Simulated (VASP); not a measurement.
# SrCo2 (I4/mmm) in VASP: further runs

Runs on SrCo2. Level: PBE. Tasks: single point, relaxation of cell and atoms.

All numbers are computed with VASP 6.6.1; they aren't measurements. Logs are shortened: lines on timing, memory, paths and dates and some standing lists are left out, and cuts for length are marked.

### Step 1. The cell of the first run

Symmetry: I4/mmm, No. 139, tetragonal system. The conventional cell has a = 4.042 Å, b = 4.042 Å, c = 8.226 Å, α = 90.00°, β = 90.00°, γ = 90.00°. Sr (site symmetry 4/mmm) has 10 Co at 3.00 to 3.07 Å and 4 Sr at 4.04 Å within 4.1 Å. Co (site symmetry 4mm) has 1 Co at 2.22 Å and 5 Sr at 3.00 to 3.07 Å within 3.1 Å.

### Step 2. Single point, PBE, collinear spin, ferromagnetic start

File INCAR:

```
SYSTEM = SrCo2
  PREC = Accurate
  ENCUT = 520
  EDIFF = 1E-6
  ISMEAR = 0
  SIGMA = 0.1
  LREAL = .False.
  LASPH = .True.
  NELM = 150
  ALGO = Normal
  ISIF = 2
  LWAVE = .False.
  LCHARG = .False.
  ISPIN = 2
  MAGMOM = 0 0.42 0.42
  LORBIT = 11
  LMAXMIX = 4
  GGA = PE
  NBANDS = 25
```

File KPOINTS:

```
Automatic mesh
0
Gamma
  6 6 6
  0 0 0
```

File POSCAR:

```
SrCo2
1.0
   -2.0211244232      2.0211244232      4.1128180762
    2.0211244232     -2.0211244232      4.1128180762
    2.0211244232      2.0211244232     -4.1128180762
Sr Co
1 2
Direct
    0.0000000000      0.0000000000      0.0000000000
    0.6350743595      0.6350743595      0.0000000000
    0.3649256405      0.3649256405      0.0000000000
```

Potentials or basis: VASP PAW PBE potentials, release 64 (Sr_sv, Co).

Launch:

```console
$ cat potpaw_PBE.64/Sr_sv/POTCAR potpaw_PBE.64/Co/POTCAR > POTCAR
$ mpirun -np 1 vasp_std > vasp.out
```

OUTCAR:

```text
SYSTEM = SrCo2
   PREC = Accurate
   ENCUT = 520
   EDIFF = 1E-6
   ISMEAR = 0
   LREAL = .False.
   LASPH = .True.
   NELM = 150
   ISIF = 2
   ISPIN = 2
   LORBIT = 11
   GGA = PE

 ion  position               nearest neighbor table
   1  0.000  0.000  0.000-   2 3.00   3 3.00   2 3.07   3 3.07   2 3.07   2 3.07   2 3.07   3 3.07
                             3 3.07   3 3.07
   2  0.635  0.635  0.000-   3 2.22   1 3.00   1 3.07   1 3.07   1 3.07   1 3.07
   3  0.365  0.365  0.000-   2 2.22   1 3.00   1 3.07   1 3.07   1 3.07   1 3.07

  LATTYP: Found a body centered tetragonal cell.
 ALAT       =     4.0422488464
 C/A-ratio  =     2.0349158266

  Lattice vectors:

 A1 = (  -2.0211244232,   2.0211244232,   4.1128180762)
 A2 = (   2.0211244232,  -2.0211244232,   4.1128180762)
 A3 = (   2.0211244232,   2.0211244232,  -4.1128180762)

Analysis of symmetry for initial positions (statically):
=====================================================================
 Subroutine PRICEL returns:
 Original cell was already a primitive cell.

 Routine SETGRP: Setting up the symmetry group for a
 body centered tetragonal supercell.

 Subroutine GETGRP returns: Found 16 space group operations
 (whereof 16 operations were pure point group operations)
 out of a pool of 16 trial point group operations.

The static configuration has the point symmetry D_4h.

Analysis of symmetry for dynamics (positions and initial velocities):
=====================================================================
 Subroutine PRICEL returns:
 Original cell was already a primitive cell.

 Routine SETGRP: Setting up the symmetry group for a
 body centered tetragonal supercell.

 Subroutine GETGRP returns: Found 16 space group operations
 (whereof 16 operations were pure point group operations)
 out of a pool of 16 trial point group operations.

The dynamic configuration has the point symmetry D_4h.

Analysis of structural, dynamic, and magnetic symmetry:
=====================================================================
 Subroutine PRICEL returns:
 Original cell was already a primitive cell.

 Routine SETGRP: Setting up the symmetry group for a
 body centered tetragonal supercell.

 Subroutine GETGRP returns: Found 16 space group operations
 (whereof 16 operations were pure point group operations)
 out of a pool of 16 trial point group operations.

The overall configuration has the point symmetry D_4h.

 Subroutine INISYM returns: Found 16 space group operations
 (whereof 16 operations are pure point group operations),
 and found     1 'primitive' translations

----------------------------------------------------------------------------------------

                                     Primitive cell

  volume of cell :      67.2025

  direct lattice vectors                    reciprocal lattice vectors
    -2.021124423  2.021124423  4.112818076     0.000000000  0.247387046  0.121571144
     2.021124423 -2.021124423  4.112818076     0.247387046  0.000000000  0.121571144
     2.021124423  2.021124423 -4.112818076     0.247387046  0.247387046  0.000000000

  length of vectors
     5.008508800  5.008508800  5.008508800     0.275644506  0.275644506  0.349858115

  position of ions in fractional coordinates (direct lattice)
     0.000000000  0.000000000  0.000000000
     0.635074360  0.635074360  0.000000000
     0.364925640  0.364925640  0.000000000

  ion indices of the primitive-cell ions
   primitive index   ion index
                 1           1
                 2           2
                 3           3

----------------------------------------------------------------------------------------

 KPOINTS: Automatic mesh

Automatic generation of k-mesh.
 Grid dimensions read from file:
 generate k-points for:    6    6    6

 Generating k-lattice:

  Cartesian coordinates                     Fractional coordinates (reciprocal lattice)
     0.000000000  0.041231174  0.020261857     0.166666667  0.000000000 -0.000000000
     0.041231174  0.000000000  0.020261857     0.000000000  0.166666667 -0.000000000
     0.041231174  0.041231174  0.000000000     0.000000000  0.000000000  0.166666667

  Length of vectors
     0.045940751  0.045940751  0.058309686

  Shift w.r.t. Gamma in fractional coordinates (k-lattice)
     0.000000000  0.000000000  0.000000000

 Subroutine IBZKPT returns following result:
 ===========================================

 Found     30 irreducible k-points:

 Following reciprocal coordinates:
            Coordinates               Weight
  0.000000  0.000000  0.000000      1.000000
  0.166667 -0.000000  0.000000      8.000000
  0.333333 -0.000000  0.000000      8.000000
  0.500000 -0.000000  0.000000      4.000000
  0.166667  0.166667  0.000000      8.000000
  0.333333  0.166667  0.000000     16.000000
[... 16 lines left out ...]
 -0.333333 -0.333333  0.166667      8.000000
 -0.166667 -0.333333  0.166667      8.000000
 [... further k-points ...]
   k-points           NKPTS =     30   k-points in BZ     NKDIM =     30   number of bands    NBANDS=     25
   number of dos      NEDOS =    301   number of ions     NIONS =      3
   total plane-waves  NPLWV =  64000
   dimension x,y,z NGX =    40 NGY =   40 NGZ =   40
   dimension x,y,z NGXF=    80 NGYF=   80 NGZF=   80
   ions per type =               1   2
   NGX,Y,Z   is equivalent  to a cutoff of  13.28, 13.28, 13.28 a.u.
   NGXF,Y,Z  is equivalent  to a cutoff of  26.55, 26.55, 26.55 a.u.
 SYSTEM =  SrCo2
   PREC   = accura    normal or accurate (medium, high low for compatibility)
   ISTART =      0    job   : 0-new  1-cont  2-samecut
   ICHARG =      2    charge: 1-file 2-atom 10-const
   ISPIN  =      2    spin polarized calculation?
   LNONCOLLINEAR =      F non collinear calculations
   LSORBIT =      F    spin-orbit coupling
   LASPH  =      T    aspherical Exc in radial PAW
   ENCUT  =  520.0 eV  38.22 Ry    6.18 a.u.   9.31  9.31  9.31*2*pi/ulx,y,z
   NELM   =    150;   NELMIN=  2; NELMDL= -5     # of ELM steps
   EDIFF  = 0.1E-05   stopping-criterion for ELM
   LREAL  =      F    real-space projection
[... 7 lines left out ...]
   TEBEG  =    0.0;   TEEND  =   0.0 temperature during run
   PSTRESS=    0.0 pullay stress
   NELECT =      28.0000    total number of electrons
   NUPDOWN=      -1.0000    fix difference up-down
   EMIN   =  10.00;   EMAX   =-10.00  energy-range for DOS
   EFERMI =   0.00;   METHOD = LEGACY
   ISMEAR =     0;   SIGMA  =   0.10  broadening in eV -4-tet -1-fermi 0-gaus
   EFERMI_NEDOS =   21; number of points for ismear=-14 and -15
   IALGO  =     38    algorithm
   IMIX   =      4    mixing-type and parameters
     AMIX     =   0.40;   BMIX     =  1.00
     AMIX_MAG =   1.60;   BMIX_MAG =  1.00
  volume/ion in A,a.u.               =      22.40       151.17
  Fermi-wavevector in a.u.,A,eV,Ry     =   1.222735  2.310634 20.341807  1.495081
  Thomas-Fermi vector in A             =   2.357871
   LORBIT       =     11    0 simple, 1 ext, 2 COOP (PROOUT), +10 PAW based schemes
   GGA     = PE    functional components
   LHFCALC =     F    Hartree Fock is set to
   AEXX    =    0.0000 exact exchange contribution
   IVDW    =     0    specifies the selected vdW correction
   LEPSILON=     F    determine dielectric tensor
   LRPA    =     F    only Hartree local field effects (RPA)
 spin polarized calculation
 Gauss-broadening in eV      SIGMA  =   0.10
  energy-cutoff  :      520.00
  volume of cell :       67.20
 maximum number of plane-waves:      1832
 NGX is ok and might be reduce to    40
   NGX = 19   NGY = 19   NGZ = 19

 number of electron      28.0000001 magnetization       3.4415889

 Free energy of the ion-electron system (eV)
  ---------------------------------------------------
  ext. energy  EPLUGINS =         0.00000000
  ---------------------------------------------------
  free energy    TOTEN  =       -12.84095454 eV

  energy without entropy =      -12.81905771  energy(sigma->0) =      -12.83000612

 E-fermi :   4.0384     XC(G=0):  -9.9147

 val. band max:        4.0249496793   @ k =   0.5000   0.1667   0.0000
 cond. band min:       4.0390021944   @ k =  -0.1667   0.1667   0.1667
 fundamental gap:      0.0140525151
 Fermi energy:         4.0383999036

 spin component 1

 k-point     1 :       0.0000    0.0000    0.0000
  band No.  band energies     occupation
      1     -30.4420      1.00000
      2     -12.6420      1.00000
      3     -12.4361      1.00000
      4     -12.4361      1.00000
      5      -1.2855      1.00000
      6       1.1460      1.00000
[... 17 lines left out ...]
     24      12.0055      0.00000
     25      12.8449      0.00000
[... 621 lines left out ...]
      3     -12.5003      1.00000
      4     -12.4356      1.00000
      5      -0.2967      1.00000
      6       1.0112      1.00000
[... 17 lines left out ...]
     24      12.2290      0.00000
     25      13.3719      0.00000

 [... further k-points ...]

 spin component 2

 k-point     1 :       0.0000    0.0000    0.0000
  band No.  band energies     occupation
      1     -30.4809      1.00000
      2     -12.6640      1.00000
      3     -12.5004      1.00000
      4     -12.5004      1.00000
      5      -1.2273      1.00000
      6       2.5190      1.00000
[... 17 lines left out ...]
     24      12.0932      0.00000
     25      13.2821      0.00000
[... 621 lines left out ...]
      3     -12.5671      1.00000
      4     -12.5000      1.00000
      5      -0.2388      1.00000
      6       2.2597      1.00000
[... 17 lines left out ...]
     24      12.3008      0.00000
     25      13.3580      0.00000

 [... further k-points ...]

------------------------ aborting loop because EDIFF is reached ----------------------------------------

  FORCE on cell =-STRESS in cart. coord.  units (eV):
  Direction    XX          YY          ZZ          XY          YZ          ZX
  --------------------------------------------------------------------------------------
  -------------------------------------------------------------------------------------
  Total        0.1090760      0.1090760      0.0600314     -0.0000000      0.0000000      0.0000000
  in kB        2.6004840      2.6004840      1.4312106     -0.0000000      0.0000000      0.0000000
  external PRESSURE =       2.2107262 kB  Pullay stress =       0.0000000 kB

 VOLUME and BASIS-vectors are now :
 -----------------------------------------------------------------------------
  energy-cutoff  :      520.00
  volume of cell :       67.20
      direct lattice vectors                 reciprocal lattice vectors
    -2.021124423  2.021124423  4.112818076     0.000000000  0.247387046  0.121571144
     2.021124423 -2.021124423  4.112818076     0.247387046  0.000000000  0.121571144
     2.021124423  2.021124423 -4.112818076     0.247387046  0.247387046  0.000000000

 POSITION                                       TOTAL-FORCE (eV/Angst)
 -----------------------------------------------------------------------------------
      0.00000      0.00000      0.00000        -0.000000     -0.000000     -0.000000
      0.00000      0.00000      5.22389         0.000000      0.000000     -0.017205
      0.00000      0.00000      3.00175         0.000000      0.000000      0.017205
 -----------------------------------------------------------------------------------
    total drift:                               -0.000000     -0.000000      0.000000

  FREE ENERGIE OF THE ION-ELECTRON SYSTEM (eV)
  ---------------------------------------------------
  free  energy   TOTEN  =       -12.8409545407 eV

  energy  without entropy=      -12.8190577070  energy(sigma->0) =      -12.83000612

 total charge

# of ion       s       p       d       tot
------------------------------------------
    1        2.045   5.764   0.298   8.107
    2        0.503   0.189   7.261   7.953
    3        0.503   0.189   7.261   7.953
--------------------------------------------------
tot          3.051   6.142  14.820  24.013

 magnetization (x)

# of ion       s       p       d       tot
------------------------------------------
    1       -0.006  -0.009  -0.045  -0.060
    2        0.030  -0.010   1.799   1.819
    3        0.030  -0.010   1.799   1.819
--------------------------------------------------
tot          0.055  -0.029   3.553   3.578
```

Run time: 1.7 min. Hardware: 1 thread of AMD EPYC 9R45 (Zen 5), shared host; peak memory 0.3 GiB.

What came out:

* Free energy: -12.8410 eV
* Pressure: 0.2 GPa
* Largest force: 0.017 eV/Å
* Net moment: 3.44 μB per cell
* Site moments: Sr -0.06; Co +1.82 μB
* Valence electrons inside the program's atomic spheres: Sr 8.11; Co 7.95

Forces on the atoms (eV/Å):
```
Sr   0.000  0.000  0.000
Co   0.000  0.000 -0.017
Co   0.000  0.000  0.017
```

Stress tensor (GPa, compression positive):
```
0.26 0.00 0.00
0.00 0.26 0.00
0.00 0.00 0.14
```

### Step 3. Relaxation of cell and atoms, PBE, collinear spin, ferromagnetic start

This run uses another cell than the first one, of 18.48 Å³/atom.

File INCAR:

```
SYSTEM = SrCo2
ALGO = Normal
EDIFF = 1E-6
EDIFFG = -0.04
ENCUT = 600
GGA = PE
IBRION = 2
ISIF = 3
ISMEAR = 0
ISPIN = 2
LASPH = .TRUE.
LCHARG = .FALSE.
LMAXMIX = 4
LORBIT = 11
LREAL = .FALSE.
LWAVE = .FALSE.
MAGMOM = 0 0.42 0.42
NELM = 150
NSW = 90
PREC = Accurate
SIGMA = 0.1
```

File KPOINTS:

```
k-points
0
G
  6 6 6
  0 0 0
```

File POSCAR:

```
SrCo2
1.0
   -2.0369599789      2.0369599789      3.3408238215
    2.0369599789     -2.0369599789      3.3408238215
    2.0369599789      2.0369599789     -3.3408238215
Sr Co
1 2
Direct
    0.0000000000      0.0000000000      0.0000000000
    0.5930000000      0.5930000000      0.0000000000
    0.4070000000      0.4070000000      0.0000000000
```

Potentials or basis: VASP PAW PBE potentials, release 64 (Sr_sv, Co).

Launch:

```console
$ cat potpaw_PBE.64/Sr_sv/POTCAR potpaw_PBE.64/Co/POTCAR > POTCAR
$ mpirun -np 1 vasp_std > vasp.out
```

Run time: 14 min. Hardware: 1 thread of AMD EPYC 9R45 (Zen 5), shared host; peak memory 0.27 GiB.

Results (log left out):

- Free energy: -12.8381 eV
- Relaxed volume: 22.63 Å³/atom
- Relaxed cell: a = 5.022 Å, b = 5.022 Å, c = 5.022 Å, α = 132.34°, β = 132.34°, γ = 69.69°
- Space group after relaxing (to 0.1 Å): I4/mmm (No. 139)
- Energy gained by relaxing: 3738.3 meV/atom
- Ionic steps: 21
- Pressure after relaxing: 0.0 GPa
- Largest force after relaxing: 0.014 eV/Å
- Net moment: 3.45 μB per cell
- Site moments: Sr -0.06; Co +1.82 μB
- Valence electrons inside the program's atomic spheres: Sr 8.10; Co 7.95

Forces on the atoms (eV/Å):
```
Sr   0.000  0.000  0.000
Co   0.000  0.000  0.014
Co   0.000  0.000 -0.014
```

Stress tensor (GPa, compression positive):
```
-0.01  0.00  0.00
 0.00 -0.01  0.00
 0.00  0.00 -0.10
```

The path:
| step | energy change (eV) | largest force (eV/Å) | pressure (GPa) | volume (Å³) |
| --- | --- | --- | --- | --- |
| 1 | 0.0000 | 23.1720 | 39.67 | 55.45 |
| 2 | -9.0947 | 1.6697 | -6.59 | 96.47 |
| 3 | -9.2802 | 1.5469 | -6.67 | 94.22 |
| 4 | -9.4267 | 1.4550 | -6.83 | 92.31 |
| 5 | -10.2803 | 1.0013 | -4.98 | 73.32 |
| 6 | -10.5654 | 1.2812 | -0.08 | 64.15 |
| 7 | -10.5897 | 0.6998 | 5.82 | 59.74 |
| 8 | -10.5790 | 1.3470 | 0.92 | 63.03 |
| 9 | -10.6129 | 1.3645 | 2.78 | 61.38 |
| 10 | -10.6148 | 1.2115 | 3.82 | 60.75 |
| 11 | -10.6145 | 1.3262 | 3.08 | 61.18 |
| 12 | -11.0503 | 0.8746 | 0.21 | 64.31 |
| 13 | -11.1422 | 0.5429 | -1.49 | 66.65 |
| 14 | -11.1422 | 0.5608 | -1.54 | 66.50 |
| 15 | -11.1756 | 0.3725 | 0.09 | 64.75 |
| 16 | -11.1804 | 0.1443 | 1.61 | 63.20 |
| 17 | -11.1817 | 0.2259 | 1.18 | 63.69 |
| 18 | -11.1973 | 0.1303 | 1.01 | 64.55 |
| 19 | -11.2092 | 0.1484 | 1.11 | 66.20 |
| 20 | -11.2132 | 0.0573 | -0.51 | 68.83 |
| 21 | -11.2148 | 0.0138 | -0.04 | 67.88 |

Final structure:
```yaml
crystal:
  lattice:
    - [-2.02903, 2.02903, 4.12200]
    - [2.02903, -2.02903, 4.12200]
    - [2.02903, 2.02903, -4.12200]
  atoms:
    - { symbol: Sr, position: [0.00000, 0.00000, 0.00000] }
    - { symbol: Co, position: [0.63404, 0.63404, 0.00000] }
    - { symbol: Co, position: [0.36596, 0.36596, 0.00000] }
```

Levels at points of the mesh, in eV from the Fermi level:
Spin up:
| k point | band 13 | band 14 | band 15 | band 16 | band 17 | band 18 |
| --- | --- | --- | --- | --- | --- | --- |
| (0.00, 0.00, 0.00) | -1.87 | -1.68 | -1.35 | 0.62 | 3.28 | 3.28 |
| (0.50, 0.00, 0.00) | -1.66 | -1.63 | -1.49 | -1.16 | 1.76 | 2.89 |
| (0.50, 0.50, 0.00) | -1.63 | -1.50 | -1.40 | 0.46 | 0.80 | 1.88 |
| (0.50, 0.50, 0.50) | -1.64 | -1.52 | -1.52 | -1.09 | 3.03 | 3.98 |
Spin down:
| k point | band 9 | band 10 | band 11 | band 12 | band 13 | band 14 | band 15 | band 16 |
| --- | --- | --- | --- | --- | --- | --- | --- | --- |
| (0.00, 0.00, 0.00) | -1.01 | -0.88 | -0.36 | -0.23 | -0.20 | -0.02 | -0.02 | 0.70 |
| (0.50, 0.00, 0.00) | -1.38 | -0.76 | -0.62 | -0.22 | -0.03 | 0.34 | 0.45 | 0.46 |
| (0.50, 0.50, 0.00) | -1.05 | -0.86 | -0.65 | 0.07 | 0.19 | 0.33 | 0.39 | 0.55 |
| (0.50, 0.50, 0.50) | -1.18 | -1.18 | -0.78 | -0.54 | 0.23 | 0.51 | 0.54 | 0.54 |

Caveat: the volume moved by over 15 % at a fixed basis, so the end points are rough.
